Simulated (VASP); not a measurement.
A run of VASP 6.6.1:

INCAR

```
SYSTEM = Ag
ALGO = Normal
EDIFF = 1E-6
ENCUT = 520
GGA = PE
ISIF = 2
ISMEAR = 0
LASPH = .True.
LCHARG = .False.
LREAL = .False.
LWAVE = .False.
NBANDS = 24
NELM = 100
PREC = Accurate
SIGMA = 0.1
```

KPOINTS

```
k-points
0
Gamma
  4 4 4
  0 0 0
```

File POSCAR:

```
Ag
1.0
   -2.6710429997      2.6710429997      2.6710429997
    2.6710429997     -2.6710429997      2.6710429997
    2.6710429997      2.6710429997     -2.6710429997
Ag
3
Direct
    0.0000000000      0.5000000000      0.5000000000
    0.5000000000      0.0000000000      0.5000000000
    0.5000000000      0.5000000000      0.0000000000
```

Potentials or basis: VASP PAW PBE potentials, release 64 (Ag).

Command:

```sh
$ cat potpaw_PBE.64/Ag/POTCAR > POTCAR
$ mpirun -np 1 vasp_std > vasp.out
```

Hardware: 1 thread of AMD EPYC 9R45 96-Core Processor (Zen 5), with other jobs on the host.

**Question.** How long does it take, and how much memory?

**Answer.** Wall time 7.6 s on 1 thread of AMD EPYC 9R45 96-Core Processor (Zen 5), with other jobs on the host, peak memory 0.17 GiB. Counts: scf iterations 11, k points 8.
